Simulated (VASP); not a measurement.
# GaP (R-3m) in VASP: further runs

The runs below take GaP through single point, with PBE.

All numbers are computed with VASP 6.6.1; they aren't measurements. Logs are shortened: lines on timing, memory, paths and dates and some standing lists are left out, and cuts for length are marked.

### Step 1. The cell of the first run

Symmetry: R-3m, No. 166, trigonal system. The conventional cell has a = 3.946 Å, b = 3.946 Å, c = 17.853 Å, α = 90.00°, β = 90.00°, γ = 120.00°. Within 3.1 Å of Ga (site symmetry 3m) lie 3 P at 2.36 Å and 1 Ga at 2.43 Å. Within 3.0 Å of P (site symmetry 3m) lie 1 P at 2.28 Å and 3 Ga at 2.36 Å.

### Step 2. Single point, PBE (strained and its atoms moved)

File INCAR:

```
PREC     = Accurate       # precision mode
ENCUT    = 520            # plane-wave cutoff, eV
EDIFF    = 1E-7           # SCF threshold, eV
ISMEAR   = 0              # smearing method
SIGMA    = 0.02           # smearing width, eV
LREAL    = False          # projectors in reciprocal space
LASPH    = True           # aspherical terms in the spheres
NELM     = 100            # most SCF steps
ALGO     = Normal         # electronic algorithm
ISIF     = 2              # what is computed and relaxed
LWAVE    = False          # write WAVECAR
LCHARG   = True           # write CHGCAR
GGA      = PE             # functional
LELF     = True           # ELF
LVHAR    = True         
NBANDS   = 26             # bands
```

File KPOINTS:

```
regular mesh
0
Gamma
  9 9 9
```

File POSCAR:

```
GaP
1.0
    1.9728793187      1.1390424057      5.9508787425
   -1.9728793187      1.1390424057      5.9508787425
    0.0000000000     -2.2780848115      5.9508787425
Ga P
2 2
Direct
    0.4318991288      0.4318991288      0.4318991288
    0.5681008712      0.5681008712      0.5681008712
    0.0638445422      0.0638445422      0.0638445422
    0.9361554578      0.9361554578      0.9361554578
```

Potentials or basis: VASP PAW PBE potentials, release 64 (Ga_d, P).

Command:

```sh
cat potpaw_PBE.64/Ga_d/POTCAR potpaw_PBE.64/P/POTCAR > POTCAR
mpirun -np 1 vasp_std > vasp.out
```

OUTCAR:

```text
PREC = Accurate
   ENCUT = 520
   EDIFF = 1E-7
   ISMEAR = 0
   LREAL = False
   LASPH = True
   NELM = 100
   ISIF = 2
   GGA = PE

 ion  position               nearest neighbor table
   1  0.432  0.432  0.432-   3 2.36   3 2.36   3 2.36   2 2.43
   2  0.568  0.568  0.568-   4 2.36   4 2.36   4 2.36   1 2.43
   3  0.064  0.064  0.064-   4 2.28   1 2.36   1 2.36   1 2.36
   4  0.936  0.936  0.936-   3 2.28   2 2.36   2 2.36   2 2.36

  LATTYP: Found a trigonal (rhomboedric) cell.
 ALAT       =     6.3720191632
 COS(alpha) =     0.8082758197

  Lattice vectors:

 A1 = (   1.9728793187,   1.1390424057,   5.9508787425)
 A2 = (  -1.9728793187,   1.1390424057,   5.9508787425)
 A3 = (   0.0000000000,  -2.2780848115,   5.9508787425)

Analysis of symmetry for initial positions (statically):
=====================================================================
 Subroutine PRICEL returns:
 Original cell was already a primitive cell.

 Routine SETGRP: Setting up the symmetry group for a
 trigonal (rhombohedral) supercell.

 Subroutine GETGRP returns: Found 12 space group operations
 (whereof 12 operations were pure point group operations)
 out of a pool of 12 trial point group operations.

The static configuration has the point symmetry D_3d.

Analysis of symmetry for dynamics (positions and initial velocities):
=====================================================================
 Subroutine PRICEL returns:
 Original cell was already a primitive cell.

 Routine SETGRP: Setting up the symmetry group for a
 trigonal (rhombohedral) supercell.

 Subroutine GETGRP returns: Found 12 space group operations
 (whereof 12 operations were pure point group operations)
 out of a pool of 12 trial point group operations.

The dynamic configuration has the point symmetry D_3d.

 Subroutine INISYM returns: Found 12 space group operations
 (whereof 12 operations are pure point group operations),
 and found     1 'primitive' translations

----------------------------------------------------------------------------------------

                                     Primitive cell

  volume of cell :      80.2366

  direct lattice vectors                    reciprocal lattice vectors
     1.972879319  1.139042406  5.950878742     0.253436688  0.146321740  0.056014136
    -1.972879319  1.139042406  5.950878742    -0.253436688  0.146321740  0.056014136
     0.000000000 -2.278084811  5.950878742     0.000000000 -0.292643480  0.056014136

  length of vectors
     6.372019163  6.372019163  6.372019163     0.297956020  0.297956020  0.297956020

  position of ions in fractional coordinates (direct lattice)
     0.431899129  0.431899129  0.431899129
     0.568100871  0.568100871  0.568100871
     0.063844542  0.063844542  0.063844542
     0.936155458  0.936155458  0.936155458

  ion indices of the primitive-cell ions
   primitive index   ion index
                 1           1
                 2           2
                 3           3
                 4           4

----------------------------------------------------------------------------------------

 KPOINTS: regular mesh

Automatic generation of k-mesh.
 Grid dimensions read from file:
 generate k-points for:    9    9    9

 Generating k-lattice:

  Cartesian coordinates                     Fractional coordinates (reciprocal lattice)
     0.028159632  0.016257971  0.006223793     0.111111111  0.000000000  0.000000000
    -0.028159632  0.016257971  0.006223793     0.000000000  0.111111111  0.000000000
     0.000000000 -0.032515942  0.006223793     0.000000000  0.000000000  0.111111111

  Length of vectors
     0.033106224  0.033106224  0.033106224

  Shift w.r.t. Gamma in fractional coordinates (k-lattice)
     0.000000000  0.000000000  0.000000000

 Subroutine IBZKPT returns following result:
 ===========================================

 Found     85 irreducible k-points:

 Following reciprocal coordinates:
            Coordinates               Weight
  0.000000  0.000000  0.000000      1.000000
  0.111111 -0.000000  0.000000      6.000000
  0.222222  0.000000  0.000000      6.000000
  0.333333 -0.000000  0.000000      6.000000
  0.444444  0.000000  0.000000      6.000000
  0.111111  0.111111  0.000000      6.000000
[... 16 lines left out ...]
 -0.333333  0.333333  0.000000      6.000000
  0.444444  0.444444  0.000000      6.000000
 [... further k-points ...]
   k-points           NKPTS =     85   k-points in BZ     NKDIM =     85   number of bands    NBANDS=     26
   number of dos      NEDOS =    301   number of ions     NIONS =      4
   total plane-waves  NPLWV = 110592
   dimension x,y,z NGX =    48 NGY =   48 NGZ =   48
   dimension x,y,z NGXF=    96 NGYF=   96 NGZF=   96
   ions per type =               2   2
   NGX,Y,Z   is equivalent  to a cutoff of  12.52, 12.52, 12.52 a.u.
   NGXF,Y,Z  is equivalent  to a cutoff of  25.05, 25.05, 25.05 a.u.
 SYSTEM =  unknown system
   PREC   = accura    normal or accurate (medium, high low for compatibility)
   ISTART =      0    job   : 0-new  1-cont  2-samecut
   ICHARG =      2    charge: 1-file 2-atom 10-const
   ISPIN  =      1    spin polarized calculation?
   LNONCOLLINEAR =      F non collinear calculations
   LSORBIT =      F    spin-orbit coupling
   LASPH  =      T    aspherical Exc in radial PAW
   ENCUT  =  520.0 eV  38.22 Ry    6.18 a.u.  11.85 11.85 11.85*2*pi/ulx,y,z
   NELM   =    100;   NELMIN=  2; NELMDL= -5     # of ELM steps
   EDIFF  = 0.1E-06   stopping-criterion for ELM
   LREAL  =      F    real-space projection
   EDIFFG = 0.1E-05   stopping-criterion for IOM
   NSW    =      0    number of steps for IOM
   IBRION =     -1    ionic relax: 0-MD 1-quasi-New 2-CG
   NFREE  =      0    steps in history (QN), initial steepest desc. (CG)
   ISIF   =      2    stress and relaxation
   ISYM   =      2    0-nonsym 1-usesym 2-fastsym
   POTIM  = 0.5000    time-step for ionic-motion
   TEBEG  =    0.0;   TEEND  =   0.0 temperature during run
   PSTRESS=    0.0 pullay stress
   NELECT =      36.0000    total number of electrons
   NUPDOWN=      -1.0000    fix difference up-down
   EMIN   =  10.00;   EMAX   =-10.00  energy-range for DOS
   EFERMI =   0.00;   METHOD = LEGACY
   ISMEAR =     0;   SIGMA  =   0.02  broadening in eV -4-tet -1-fermi 0-gaus
   EFERMI_NEDOS =   21; number of points for ismear=-14 and -15
   IALGO  =     38    algorithm
   IMIX   =      4    mixing-type and parameters
     AMIX     =   0.40;   BMIX     =  1.00
     AMIX_MAG =   1.60;   BMIX_MAG =  1.00
  volume/ion in A,a.u.               =      20.06       135.37
  Fermi-wavevector in a.u.,A,eV,Ry     =   1.253290  2.368374 21.371142  1.570735
  Thomas-Fermi vector in A             =   2.387149
   LORBIT       =      0    0 simple, 1 ext, 2 COOP (PROOUT), +10 PAW based schemes
   GGA     = PE    functional components
   LHFCALC =     F    Hartree Fock is set to
   AEXX    =    0.0000 exact exchange contribution
   IVDW    =     0    specifies the selected vdW correction
   LEPSILON=     F    determine dielectric tensor
   LRPA    =     F    only Hartree local field effects (RPA)
 non-spin polarized calculation
 Gauss-broadening in eV      SIGMA  =   0.02
  energy-cutoff  :      520.00
  volume of cell :       80.24
 maximum number of plane-waves:      2191
   NGX = 23   NGY = 23   NGZ = 23

 number of electron      36.0000008 magnetization

 Free energy of the ion-electron system (eV)
  ---------------------------------------------------
  ext. energy  EPLUGINS =         0.00000000
  ---------------------------------------------------
  free energy    TOTEN  =       -17.36175416 eV

  energy without entropy =      -17.36164592  energy(sigma->0) =      -17.36170004

 E-fermi :   5.4781     XC(G=0):  -9.8961

 val. band max:        5.4633685935   @ k =   0.1111  -0.0000   0.0000
 cond. band min:       5.4927654332   @ k =   0.1111   0.1111   0.0000
 fundamental gap:      0.0293968397
 Fermi energy:         5.4780667694

 k-point     1 :       0.0000    0.0000    0.0000
  band No.  band energies     occupation
      1      -9.7632      2.00000
      2      -9.5893      2.00000
      3      -9.5893      2.00000
      4      -9.5835      2.00000
      5      -9.5835      2.00000
      6      -9.5251      2.00000
[... 18 lines left out ...]
     25       8.9453      0.00000
     26      12.8587      0.00000

 k-point     2 :       0.1111   -0.0000    0.0000
  band No.  band energies     occupation
      1      -9.7590      2.00000
      2      -9.6043      2.00000
      3      -9.5921      2.00000
      4      -9.5871      2.00000
      5      -9.5781      2.00000
      6      -9.5282      2.00000
[... 18 lines left out ...]
     25       9.3686      0.00000
     26      13.3897      0.00000

 k-point     3 :       0.2222    0.0000    0.0000
  band No.  band energies     occupation
      1      -9.7489      2.00000
      2      -9.6391      2.00000
      3      -9.6096      2.00000
      4      -9.5825      2.00000
      5      -9.5647      2.00000
      6      -9.5362      2.00000
[... 18 lines left out ...]
     25      10.4928      0.00000
     26      12.6249      0.00000

 k-point     4 :       0.3333   -0.0000    0.0000
  band No.  band energies     occupation
      1      -9.7370      2.00000
      2      -9.6756      2.00000
      3      -9.6246      2.00000
      4      -9.5787      2.00000
      5      -9.5495      2.00000
      6      -9.5455      2.00000
[... 18 lines left out ...]
     25      11.9569      0.00000
     26      12.8579      0.00000
[... 496 lines left out ...]
      1      -9.7230      2.00000
      2      -9.6920      2.00000
      3      -9.6311      2.00000
      4      -9.5835      2.00000
      5      -9.5677      2.00000
      6      -9.5222      2.00000
[... 18 lines left out ...]
     25      12.1767      0.00000
     26      13.8527      0.00000

 k-point    23 :      -0.3333    0.3333    0.0000
  band No.  band energies     occupation
      1      -9.7091      2.00000
      2      -9.7064      2.00000
      3      -9.6323      2.00000
      4      -9.5776      2.00000
      5      -9.5763      2.00000
      6      -9.5122      2.00000
[... 18 lines left out ...]
     25      12.1724      0.00000
     26      12.6728      0.00000

 k-point    24 :       0.4444    0.4444    0.0000
  band No.  band energies     occupation
      1      -9.7391      2.00000
      2      -9.6770      2.00000
      3      -9.6333      2.00000
      4      -9.5866      2.00000
      5      -9.5517      2.00000
      6      -9.5375      2.00000
[... 18 lines left out ...]
     25      13.2762      0.00000
     26      14.4838      0.00000

 [... further k-points ...]

------------------------ aborting loop because EDIFF is reached ----------------------------------------

  FORCE on cell =-STRESS in cart. coord.  units (eV):
  Direction    XX          YY          ZZ          XY          YZ          ZX
  --------------------------------------------------------------------------------------
  -------------------------------------------------------------------------------------
  Total        0.6862289      0.6862289      3.8479648      0.0000000     -0.0000000      0.0000000
  in kB       13.7027208     13.7027208     76.8367357      0.0000000     -0.0000000      0.0000000
  external PRESSURE =      34.7473924 kB  Pullay stress =       0.0000000 kB

 VOLUME and BASIS-vectors are now :
 -----------------------------------------------------------------------------
  energy-cutoff  :      520.00
  volume of cell :       80.24
      direct lattice vectors                 reciprocal lattice vectors
     1.972879319  1.139042406  5.950878742     0.253436688  0.146321740  0.056014136
    -1.972879319  1.139042406  5.950878742    -0.253436688  0.146321740  0.056014136
     0.000000000 -2.278084811  5.950878742     0.000000000 -0.292643480  0.056014136

 POSITION                                       TOTAL-FORCE (eV/Angst)
 -----------------------------------------------------------------------------------
      0.00000     -0.00000      7.71054         0.000000     -0.000000      0.731895
      0.00000     -0.00000     10.14210         0.000000      0.000000     -0.731895
      0.00000     -0.00000      1.13979         0.000000      0.000000     -1.248985
      0.00000     -0.00000     16.71284         0.000000     -0.000000      1.248985
 -----------------------------------------------------------------------------------
    total drift:                                0.000000      0.000000      0.000000

  FREE ENERGIE OF THE ION-ELECTRON SYSTEM (eV)
  ---------------------------------------------------
  free  energy   TOTEN  =       -17.3617541565 eV

  energy  without entropy=      -17.3616459198  energy(sigma->0) =      -17.36170004
```

It took 4.2 min on 1 thread of Intel Xeon Platinum 8375C at 2.90GHz (Ice Lake), shared host; peak memory 0.39 GiB.

Results:

```yaml
Free_energy: -17.3618 eV
Pressure: 3.5 GPa
Largest_force: 1.249 eV/Å
Band_gap_on_the_k_mesh: zero (band 18 reaches 5.49 eV, above the bottom of band 19 at 5.25 eV)
```

Forces in eV/Å, atoms in the order of the input:
```
Ga   0.000  0.000  0.732
Ga   0.000  0.000 -0.732
P    0.000  0.000 -1.249
P    0.000  0.000  1.249
```

Stress tensor (GPa, compression positive):
```
1.37 0.00 0.00
0.00 1.37 0.00
0.00 0.00 7.68
```

Caveat: the cell differs from its parent crystal (strained and its atoms moved); forces of over 1 eV/Å act on the atoms, so gaps and moduli don't describe the material at rest.

[end of part 1 of 2]
